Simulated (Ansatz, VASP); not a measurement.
**Se: VASP beside Ansatz**

```xyz
1
Lattice="0.0000 2.2416 2.2416 2.2416 0.0000 2.2416 2.2416 2.2416 0.0000" Properties=species:S:1:pos:R:3 pbc="T T T"
Se    0.0000    0.0000    0.0000
```

Alike in both runs: task single point; functional revPBE; k mesh 14 × 14 × 14; occupations fermi-dirac, width 0.1 eV; no spin polarisation.

|  | VASP | Ansatz |
| --- | --- | --- |
| version | VASP 6.6.1 | Ansatz 0.2.0 |
| potentials or method | VASP PAW PBE potentials, release 64 (Se), cutoff 520 eV | plane waves (420 eV) with PAW, scalar-relativistic |
| valence electrons in the cell | 6 | 16 |

|  | VASP | Ansatz | Ansatz less VASP |
| --- | --- | --- | --- |
| pressure (GPa) | -4.1 | -4.1 | +0.05 |

VASP's potentials were made for PBE, not for revPBE. VASP's potentials hold 6 valence electrons a cell and Ansatz's 16, so a difference there can come from the potentials and not from the codes.
